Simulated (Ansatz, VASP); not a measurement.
**One calculation of Pb, two programs**

```
CELL_PARAMETERS angstrom
3.48000 0.00000 0.00000
-1.74000 3.01377 0.00000
0.00000 0.00000 5.59000
ATOMIC_POSITIONS crystal
Pb 0.66667 0.33333 0.75000
Pb 0.33333 0.66667 0.25000
```

Alike in both runs: task single point; functional PBE0; k mesh 4 × 4 × 2; occupations fermi-dirac, width 0.05 eV; non-collinear spin, spin-orbit coupling.

```csv
,VASP,Ansatz
version,VASP 6.6.1,Ansatz 0.2.0
potentials or method,"VASP PAW PBE potentials, release 64 (Pb_d)",Ansatz PAW
plane-wave cutoff (eV),520,420
valence electrons in the cell,28,28
```

Ansatz gave:

* pressure (GPa): -0.1
* traceless stress, the component that is largest in VASP (GPa): -3.82

**Question.** What did VASP give for the same quantities?

**Answer.** Pressure (GPa): -0.2; traceless stress, the component that is largest in VASP (GPa): -3.80.

The functional is the same, so the differences come from potentials, cutoffs and numerics.

The k mesh is coarse, so the values compare programs but aren't converged.
